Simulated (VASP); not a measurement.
Write the native input for VASP 6.6.1 that does the following.

```
Task                   : single point
Functional             : PBE
Potentials or basis    : VASP PAW PBE potentials, release 64 (Zn, S)
Cutoff                 : 520 eV
k mesh                 : 8 × 8 × 3
Occupations            : gaussian, width 0.05 eV
Spin                   : no spin polarisation
Dipole correction      : no
Further INCAR settings : ALGO = Normal; EDIFF = 1e-07; NBANDS = 36
```

The structure of ZnS lies in POSCAR:

```
ZnS
1.0
    2.7046500000     -2.7046500000      0.0000000000
    2.7046500000      0.0000000000     -2.7046500000
    9.4662750000      3.3808125000      3.3808125000
Zn S
3 3
Direct
    0.5728916667      0.5728916667      0.1250333333
   -0.5937750000     -0.5937750000      0.7917000000
   -0.0104416667     -0.0104416667      0.4583666667
    0.0103916667      0.0103916667      0.8750333333
    0.5937250000      0.5937250000      0.5417000000
    0.1770583333      0.1770583333      0.2083666667
```

The input as run:

INCAR

```
PREC = Accurate
ENCUT = 520
EDIFF = 1E-7
ISMEAR = 0
SIGMA = 0.05
LREAL = F
LASPH = T
NELM = 100
ALGO = Normal
ISIF = 2
LWAVE = F
LCHARG = T
GGA = PE
LELF = T
LVHAR = T
NBANDS = 36
```

KPOINTS

```
regular mesh
0
Gamma
  8 8 3
```

Potentials or basis: VASP PAW PBE potentials, release 64 (Zn, S).

Command:

```bash
$ cat potpaw_PBE.64/Zn/POTCAR potpaw_PBE.64/S/POTCAR > POTCAR
$ mpirun -np 1 vasp_std > vasp.out
```

Results of the run:

```yaml
Pressure: 0.5 GPa
Largest_force: 0.649 eV/Å
Band_gap_on_the_k_mesh: 1.64 eV
```

Caveat: an odd mesh through Γ misses points on the zone boundary, where band edges can lie.

Wall time 3.5 min on 1 thread of Intel(R) Xeon(R) Platinum 8259CL CPU @ 2.50GHz (Skylake/Cascade Lake), with other jobs on the host, peak memory 0.35 GiB.
